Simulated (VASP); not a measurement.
Wanted: the native input for a VASP 6.6.1 run.

```
Task                   : single point
Functional             : PBE
Potentials or basis    : VASP PAW PBE potentials, release 64 (Li_sv, Ga_d, C)
Cutoff                 : 520 eV
k mesh                 : 9 × 9 × 10
Occupations            : gaussian, width 0.1 eV
Spin                   : no spin polarisation
Dipole correction      : no
Further INCAR settings : ALGO = Fast; EDIFF = 1e-07; NBANDS = 37
```

The structure of Li3GaC lies in POSCAR:

```
Li3GaC
1.0
    7.0135362709      0.0000000000      0.0000000000
   -3.5067681354      6.0739005809      0.0000000000
    0.0000000000      0.0000000000      3.3505675316
Li Ga C
6 2 2
Direct
    0.8364358708      0.6728717417      0.7500000000
    0.3271282583      0.1635641292      0.7500000000
    0.8364358708      0.1635641292      0.7500000000
    0.1635641292      0.3271282583      0.2500000000
    0.6728717417      0.8364358708      0.2500000000
    0.1635641292      0.8364358708      0.2500000000
    0.3333333333      0.6666666667      0.7500000000
    0.6666666667      0.3333333333      0.2500000000
    0.0000000000      0.0000000000      0.0000000000
    0.0000000000      0.0000000000      0.5000000000
```

One way to write it, as run:

INCAR

```
SYSTEM = Li3GaC
PREC = Accurate ; ENCUT = 520
EDIFF = 1E-7 ; ISMEAR = 0
SIGMA = 0.1 ; LREAL = .False.
LASPH = .True. ; NELM = 100
ALGO = Fast ; ISIF = 2
LWAVE = .False. ; LCHARG = .True.
GGA = PE ; LELF = .True.
LVHAR = .True. ; NBANDS = 37
```

KPOINTS

```
Automatic mesh
0
Gamma
  9 9 10
  0 0 0
```

Potentials or basis: VASP PAW PBE potentials, release 64 (Li_sv, Ga_d, C).

Command:

```console
$ cat potpaw_PBE.64/Li_sv/POTCAR potpaw_PBE.64/Ga_d/POTCAR potpaw_PBE.64/C/POTCAR > POTCAR
$ mpirun -np 1 vasp_std > vasp.out
```

Results of the run:

| Property | Result |
| --- | --- |
| Largest force | 0.006 eV/Å |
| Band gap on the k mesh | zero (bands 26 and 27 overlap by 1.36 eV) |

Wall time 31 min on 1 thread of Intel(R) Xeon(R) Platinum 8488C (Sapphire Rapids), on a shared host, peak memory 0.49 GiB.
